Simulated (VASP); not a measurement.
**Hf: relaxation of the atoms with PBE**

Hf, a sheet with vacuum:

```
Hf
1.0
     2.77876    0.00000    0.00000
     0.00000    2.77876    0.00000
     0.00000    0.00000   23.80000
Hf
1
Cartesian
  0.0000 0.0000 7.0001
```

```
Program                : VASP 6.6.1
Task                   : relaxation of the atoms
Functional             : PBE
Potentials or basis    : VASP PAW PBE potentials, release 64 (Hf_pv)
Cutoff                 : 520 eV
k mesh                 : 10 × 10 × 1
Occupations            : fermi-dirac, width 0.05 eV
Spin                   : no spin polarisation
Dipole correction      : yes
Further INCAR settings : ALGO = Normal; EDIFF = 1e-06; IBRION = 2; EDIFFG = -0.02; NSW = 80
```

| Property | Result |
| --- | --- |
| Band gap on the k mesh | zero (band 5 reaches -2.67 eV, above the bottom of band 6 at -3.43 eV) |

Final structure:
```
CELL_PARAMETERS angstrom
2.77876 0.00000 0.00000
0.00000 2.77876 0.00000
0.00000 0.00000 23.80000
ATOMIC_POSITIONS crystal
Hf 0.00000 0.00000 0.29412
```

Levels at points of the mesh, in eV from the Fermi level:
```
           k point  band 1  band 2  band 3  band 4  band 5  band 6  band 7  band 8  band 9
(0.00, 0.00, 0.00)  -30.98  -30.01  -30.01   -5.23   -1.55   -0.34    0.24    3.95    4.19
(0.50, 0.00, 0.00)  -31.35  -30.82  -29.88   -1.77   -1.28    1.62    1.73    3.50    5.16
(0.50, 0.50, 0.00)  -31.16  -31.16  -30.67   -2.89    0.42    0.42    3.29    7.14    7.14
```

Run time: 2.1 min on 1 thread of Oxide Virtual Turin-like Processor (shared host), peak memory 0.27 GiB.

Caveat: the relaxation stopped at its first step, so nothing moved; spin-orbit coupling is left out, which moves the levels of the heavy elements.
